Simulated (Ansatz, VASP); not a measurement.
This is a calculation of SnSe for Ansatz 0.2.0.

File input.yaml:

```yaml
crystal:
  lattice:
    - [0.0, 3.01, 3.01]
    - [3.01, 0.0, 3.01]
    - [3.01, 3.01, 0.0]
  atoms:
    - { symbol: Sn, position: [0.0, 0.0, 0.0] }
    - { symbol: Se, position: [0.5, 0.5, 0.5] }
kpoints:
  mp_grid: { grid: [8, 8, 8] }
scf:
  occupations: { method: fermi_dirac, width: 0.05 }
hamiltonian:
  xc: blyp
  pseudopotentials: { kind: all_electron, lapw: { basis_error: 0.001 } }
output:
  forces: true
  stress: true
relax:
  f_tol: 0.005
  max_steps: 60
  cell: {}
```

Potentials or basis: all-electron LAPW, scalar-relativistic.

Command:

```bash
$ ansatz run input.yaml --threads 1 --pin off --max-ram 3072MiB --backend cpu --events-out ev --progress --plain --runs-dir out
```

Q: Set up the same calculation for VASP 6.6.1. Potentials there: VASP PAW PBE potentials, release 64 (Sn_d, Se).

A: As run (the cutoff follows the program's own potentials):

The input INCAR:

```
SYSTEM = SnSe
  PREC = Accurate
  ENCUT = 600
  EDIFF = 1E-6
  ISMEAR = -1
  SIGMA = 0.05
  LREAL = .FALSE.
  LASPH = .TRUE.
  NELM = 60
  ALGO = Normal
  ISIF = 3
  LWAVE = .FALSE.
  LCHARG = .FALSE.
  GGA = B5
  ALDAX = 1.0
  AGGAX = 1.0
  AGGAC = 1.0
  ALDAC = 0.0
  IBRION = 2
  NSW = 80
  EDIFFG = -0.005
```

File KPOINTS:

```
Automatic mesh
0
G
  8 8 8
  0 0 0
```

The input POSCAR:

```
SnSe
1.0
    0.0000000000      3.0100000000      3.0100000000
    3.0100000000      0.0000000000      3.0100000000
    3.0100000000      3.0100000000      0.0000000000
Sn Se
1 1
Direct
    0.0000000000      0.0000000000      0.0000000000
    0.5000000000      0.5000000000      0.5000000000
```

Potentials or basis: VASP PAW PBE potentials, release 64 (Sn_d, Se).

The run is started by

```bash
$ cat potpaw_PBE.64/Sn_d/POTCAR potpaw_PBE.64/Se/POTCAR > POTCAR
$ mpirun -np 1 vasp_std > vasp.out
```

Both were run:

|  | VASP | Ansatz | Ansatz less VASP |
| --- | --- | --- | --- |
| relaxed volume (Å³/atom) | 30.12 | 30.05 | -0.077 |
| relaxed cell length with the largest relative difference (Å) | 4.400 | 4.397 | -0.0038 |

VASP's potentials were made for PBE, not for BLYP. Ansatz ran all-electron here, and VASP with PAW potentials.
